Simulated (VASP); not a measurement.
Crystal: GaO.

```xyz
2
Lattice="0.0000 2.3659 2.3659 2.3659 0.0000 2.3659 2.3659 2.3659 0.0000" Properties=species:S:1:pos:R:3 pbc="T T T"
Ga    0.0000    0.0000    0.0000
O     3.5488    3.5488    3.5488
```

```yaml
Program: VASP 6.6.1
Task: relaxation of cell and atoms
Functional: PBE
Potentials_or_basis: VASP PAW PBE potentials, release 64 (Ga_d, O)
Cutoff: 600 eV
k_mesh: 6 × 6 × 6
Occupations: gaussian, width 0.1 eV
Spin: no spin polarisation
```

At the start: pressure 8.7 GPa; volume 13.24 Å³/atom.

Problem. Where does the relaxation end?

Solution. Over 3 steps the energy falls by 29.0 meV/atom and the volume is 14.40 Å³/atom (+8.7 %); space group F-43m (No. 216, to 0.05 Å).

Step by step:
| step | energy change (eV) | largest force (eV/Å) | pressure (GPa) | volume (Å³) |
| --- | --- | --- | --- | --- |
| 1 | 0.0000 | 0.0000 | 8.71 | 26.48 |
| 2 | -0.0560 | 0.0000 | -1.54 | 29.34 |
| 3 | -0.0581 | 0.0000 | 0.14 | 28.80 |

Final structure:
```xyz
2
Lattice="0.0000 2.4327 2.4327 2.4327 0.0000 2.4327 2.4327 2.4327 0.0000" Properties=species:S:1:pos:R:3 pbc="T T T"
Ga    0.0000    0.0000    0.0000
O     3.6491    3.6491    3.6491
```

Caveat: the k points lie up to 0.37 Å⁻¹ apart in the final cell; an odd number of electrons without spin polarisation forces a metal; a magnetic or distorted state may lie lower.
